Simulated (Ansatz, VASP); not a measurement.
Two plane-wave programs on BN

The input INCAR:

```
  ALGO = Normal
  EDIFF = 1E-7
  ENCUT = 520
  GGA = PS
  ISIF = 2
  ISMEAR = 0
  LASPH = True
  LCHARG = False
  LREAL = False
  LWAVE = False
  NBANDS = 11
  NELM = 100
  PREC = Accurate
  SIGMA = 0.05
```

The input KPOINTS:

```
k-points
0
Gamma
  12 12 12
```

The input POSCAR:

```
BN
1.0
    0.0000000000      3.4953158300      2.1660912400
    1.2516321000      0.0000000000      2.1660912400
    1.2516321000      3.4953158300      0.0000000000
B N
1 1
Direct
    0.0643470834      0.0280824306      0.9154227910
    0.6666513400      0.6666513400      0.3333486600
```

Input for Ansatz:

```yaml
crystal:
  lattice:
    - [0.0, 3.49531583, 2.16609124]
    - [1.2516321, 0.0, 2.16609124]
    - [1.2516321, 3.49531583, 0.0]
  atoms:
    - { symbol: B, position: [0.0643470834, 0.0280824306, 0.915422791] }
    - { symbol: "N", position: [0.66665134, 0.66665134, 0.33334866] }
basis:
  ecutwfc: 420
kpoints:
  mp_grid: { grid: [12, 12, 12] }
hamiltonian:
  xc: pbesol
scf:
  occupations: { method: gaussian, width: 0.05 }
output:
  forces: true
  stress: true
  eigenvalues: true
```

Alike in both runs: task single point; functional PBEsol; k mesh 12 × 12 × 12; occupations gaussian, width 0.05 eV; no spin polarisation.

```csv
,VASP,Ansatz
version,VASP 6.6.1,Ansatz 0.2.0
potentials or method,"VASP PAW PBE potentials, release 64 (B, N), cutoff 520 eV","scalar-relativistic, plane waves, PAW"
valence electrons in the cell,8,8
```

VASP gave:

- gap on the k mesh at the Fermi level (eV): 2.60
- least direct gap on the mesh (eV): 3.63
- pressure (GPa): 14.8
- traceless stress, the component that is largest in VASP (GPa): 28.67
- rms of the force components (eV/Å): 4.544

Problem. What did Ansatz give for the same quantities?

Solution. gap on the k mesh at the Fermi level (eV): 2.61; least direct gap on the mesh (eV): 3.64; pressure (GPa): 14.7; traceless stress, the component that is largest in VASP (GPa): 28.34; rms of the force components (eV/Å): 4.542.

VASP's potentials were made for PBE, not for PBEsol. Atom by atom the forces differ by 0.005 eV/Å (rms over components).
